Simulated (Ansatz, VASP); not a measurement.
**InSb in VASP and in Ansatz**

Contents of INCAR:

```
SYSTEM = InSb
ALGO = Normal
EDIFF = 1E-7
ENCUT = 520
GGA = PE
ISIF = 2
ISMEAR = 0
LASPH = .True.
LCHARG = .False.
LREAL = .False.
LWAVE = .False.
NBANDS = 16
NELM = 100
PREC = Accurate
SIGMA = 0.15
```

File KPOINTS:

```
k-points
0
Gamma
  16 16 16
  0 0 0
```

POSCAR

```
InSb
1.0
   -3.0567500000      3.0567500000      1.4883500000
    3.0567500000     -3.0567500000      1.4883500000
    3.0567500000      3.0567500000     -1.4883500000
In Sb
1 1
Direct
    0.2500000000      0.7500000000      0.5000000000
    0.0000000000      0.0000000000      0.0000000000
```

Input for Ansatz:

```yaml
crystal:
  lattice:
    - [-3.05675, 3.05675, 1.48835]
    - [3.05675, -3.05675, 1.48835]
    - [3.05675, 3.05675, -1.48835]
  atoms:
    - { symbol: In, position: [0.25, 0.75, 0.5] }
    - { symbol: Sb, position: [0.0, 0.0, 0.0] }
basis:
  ecutwfc: 420
kpoints:
  mp_grid: { grid: [16, 16, 16] }
hamiltonian:
  xc: pbe
  pseudopotentials: { kind: paw, azcp: { folder: soft_1 } }
scf:
  occupations: { method: gaussian, width: 0.15 }
output:
  forces: true
  stress: true
  eigenvalues: true
  write_density: true
  write_potential: true
  elf: true
  volumetric_format: npy
```

Alike in both runs: task single point; functional PBE; k mesh 16 × 16 × 16; occupations gaussian, width 0.15 eV; no spin polarisation.

|  | VASP | Ansatz |
| --- | --- | --- |
| version | VASP 6.6.1 | Ansatz 0.2.0 |
| potentials or method | VASP PAW PBE potentials, release 64 (In_d, Sb), cutoff 520 eV | scalar-relativistic, plane waves, PAW |
| valence electrons in the cell | 18 | 28 |

Ansatz gave:

| Quantity | Value |
| --- | --- |
| gap on the k mesh at the Fermi level (eV) | none |
| pressure (GPa) | 1.8 |
| traceless stress, the component that is largest in VASP (GPa) | 5.49 |

Task: Which values does VASP return?

Result: gap on the k mesh at the Fermi level (eV): none; pressure (GPa): 1.7; traceless stress, the component that is largest in VASP (GPa): 5.51.

A gap of «none» marks a metal or a gap that the smearing closes. The functional is the same, so the differences come from potentials, cutoffs and numerics. VASP's potentials hold 18 valence electrons a cell and Ansatz's 28, so a difference there can come from the potentials and not from the codes.

Neither program's run includes spin-orbit coupling.
